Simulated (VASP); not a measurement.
Here is a VASP 6.6.1 calculation.

Contents of INCAR:

```
ALGO = Normal
EDIFF = 1E-7
ENCUT = 520
GGA = PS
ISIF = 2
ISMEAR = -1
LASPH = T
LCHARG = T
LELF = T
LREAL = F
LVHAR = T
LWAVE = F
NBANDS = 37
NELM = 80
PREC = Accurate
SIGMA = 0.05
```

KPOINTS

```
k-points
0
Gamma
  3 3 1
```

POSCAR

```
Al12W
1.0
    5.7275650000      0.0000000000      0.0000000000
    2.8637820000      4.9602170000      0.0000000000
    0.0000000000      0.0000000000     15.6765370000
Al W
12 1
Direct
    0.1666684945      0.1666660955      0.0637895984
    0.6666715499      0.1666660955      0.0637895984
    0.1666709227      0.6666643818      0.0637895984
    0.6666739781      0.6666643818      0.0637895984
   -0.2346935885      0.3611737148      0.2424578847
    0.3274533052      0.3075268683      0.2026723121
   -0.1140343879      0.8447009476      0.2175033938
    0.3235075619      0.8755866931      0.1854044678
    0.1696208267      0.3000876776      0.5490625895
    0.7303952789      0.5656204154      0.4094271586
    0.2087810805      0.7210370030      0.5760264528
    0.6328567079      0.7475681003      0.5948188685
    0.6894586399      1.3290749175      0.5464791108
```

Potentials or basis: VASP PAW PBE potentials, release 64 (Al, W_sv).

Launch:

```console
$ cat potpaw_PBE.64/Al/POTCAR potpaw_PBE.64/W_sv/POTCAR > POTCAR
$ mpirun -np 1 vasp_std > vasp.out
```

Q: Predict the band gap on the k mesh.

A: Zero (bands 25 and 26 overlap by 1.19 eV).

Q: Predict the largest force.

A: 2.923 eV/Å.

Forces on the atoms (eV/Å):
```
Al  -0.267  0.932 -1.818
Al   0.089 -0.071 -0.156
Al  -0.190 -0.165 -0.619
Al   0.481 -0.266 -0.307
Al   0.635  0.450  0.004
Al   0.372  1.000  0.834
Al  -0.967 -0.387  0.290
Al  -0.174 -1.404  2.558
Al  -0.310 -0.811 -0.092
Al  -0.599 -0.772  0.673
Al  -0.470  1.441 -0.413
Al   2.117  1.506 -0.054
W   -0.717 -1.452 -0.900
```

Caveat: the k points lie up to 0.42 Å⁻¹ apart, too coarse for converged energies and pressures of a metal; the atoms stand as in a frame of molecular dynamics; the PAW data sets were made with another functional, which shifts forces and pressure a little; spin-orbit coupling is left out, which moves the levels of the heavy elements.
